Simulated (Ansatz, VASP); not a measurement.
## H4C in VASP and in Ansatz

```xyz
30
Lattice="7.2304 0.0000 0.0000 0.0000 7.2304 0.0000 0.0000 0.0000 7.2304" Properties=species:S:1:pos:R:3 pbc="T T T"
C     3.8616    0.9840    4.2726
C     5.8936    6.3716    1.6151
C     3.1572    5.2713    5.6813
C     7.6052    1.3067   -0.4425
C     2.5341    4.2776    1.9970
C     5.7309    2.9826    1.8783
H     2.9804    0.8915    3.6217
H     3.5472    0.9164    5.3179
H     4.3542    1.9437    4.0960
H     4.5619    0.1660    4.0510
H     6.4891    7.0450    2.2352
H     5.2554    5.7554    2.2511
H     6.5622    5.7281    1.0368
H     5.2709    6.9566    0.9290
H     3.6915    5.8522    6.4536
H     2.5591    4.4820    6.1606
H     3.8885    4.8195    4.9907
H     2.5007    5.9422    5.1221
H     7.2552    2.3125   -0.6902
H     7.1673    0.5791   -1.1398
H     7.2875    1.0613    0.5740
H     8.6994    1.2654   -0.4980
H     2.8478    3.5519    2.7670
H     3.0461    4.0384    1.0548
H     2.8136    5.2957    2.3073
H     1.4467    4.2283    1.8571
H     5.4333    3.5382    2.7784
H     5.2766    1.9890    1.9002
H     6.8258    2.8913    1.8415
H     5.3815    3.5299    0.9889
```

Alike in both runs: functional PBE; dispersion D3(BJ); k mesh 1 × 1 × 1; occupations fermi-dirac, width 0.05 eV; no spin polarisation.

Ansatz relaxed the structure, and its values are those at the end. VASP's run is a single point on that final structure, the one shown.

```csv
,VASP,Ansatz
version,VASP 6.6.1,Ansatz 0.2.0
potentials or method,"VASP PAW PBE potentials, release 64 (C, H), cutoff 520 eV","scalar-relativistic, plane waves, PAW"
valence electrons in the cell,48,48
```

|  | VASP | Ansatz | Ansatz less VASP |
| --- | --- | --- | --- |
| rms of the force components (eV/Å) | 0.088 | 0.095 | +0.0069 |
